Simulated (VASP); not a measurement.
Input of a VASP 6.6.1 run:

Contents of INCAR:

```
SYSTEM = Hf
PREC = Accurate
ENCUT = 520
EDIFF = 1E-6
ISMEAR = -1
SIGMA = 0.1
LREAL = .FALSE.
LASPH = .TRUE.
NELM = 60
ALGO = Normal
ISIF = 2
LWAVE = .FALSE.
LCHARG = .FALSE.
GGA = PS
NBANDS = 11
```

KPOINTS

```
regular mesh
0
G
  12 12 12
  0 0 0
```

POSCAR

```
Hf
1.0
    2.8657349766      0.0000000000      0.0000000000
    0.0000000000      2.8657349766      0.0000000000
    0.0000000000      0.0000000000      2.8657349766
Hf
1
Direct
    0.0000000000      0.0000000000      0.0000000000
```

Potentials or basis: VASP PAW PBE potentials, release 64 (Hf_pv).

Command:

```sh
$ cat potpaw_PBE.64/Hf_pv/POTCAR > POTCAR
$ mpirun -np 1 vasp_std > vasp.out
```

Q: What does it give for the pressure?

A: 0.0 GPa.

Q: Estimate the band gap on the k mesh.

A: Zero (bands 5 and 6 overlap by 2.48 eV).

Caveat: the PAW data sets were made with another functional, which shifts forces and pressure a little; spin-orbit coupling is left out, which moves the levels of the heavy elements.
